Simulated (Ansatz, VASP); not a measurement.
FeGe: VASP beside Ansatz

```
Fe Ge
1.0
     4.50346    0.00000    0.00000
     0.00000    4.50346    0.00000
     0.00000    0.00000    4.50346
Fe Ge
4 4
Direct
  0.13555 0.13555 0.13555
  0.36445 0.86445 0.63555
  0.63555 0.36445 0.86445
  0.86445 0.63555 0.36445
  0.83896 0.83896 0.83896
  0.66104 0.16104 0.33896
  0.33896 0.66104 0.16104
  0.16104 0.33896 0.66104
```

Alike in both runs: functional LDA; k mesh 10 × 10 × 10; occupations gaussian, width 0.03 eV; no spin polarisation.

Ansatz relaxed the structure, and its values are those at the end. VASP's run is a single point on that final structure, the one shown.

|  | VASP | Ansatz |
| --- | --- | --- |
| version | VASP 6.6.1 | Ansatz 0.2.0 |
| potentials or method | VASP PAW LDA potentials, release 64 (Fe, Ge_d), cutoff 520 eV | scalar-relativistic, plane waves, PAW |
| valence electrons in the cell | 88 | 120 |

|  | VASP | Ansatz | Ansatz less VASP |
| --- | --- | --- | --- |
| gap on the k mesh at the Fermi level (eV) | 0.09 | 0.10 | +0.005 |
| least direct gap on the mesh (eV) | 0.13 | 0.13 | +0.003 |
| pressure (GPa) | 5.9 | 5.0 | -0.95 |
| rms of the force components (eV/Å) | 0.021 | 0.001 | -0.0204 |

LDA's correlation is that of Perdew and Zunger in VASP and of Perdew and Wang (1992) in Ansatz. VASP's potentials hold 88 valence electrons a cell and Ansatz's 120, so a difference there can come from the potentials and not from the codes. Ansatz's warnings: stress scf threshold loose.
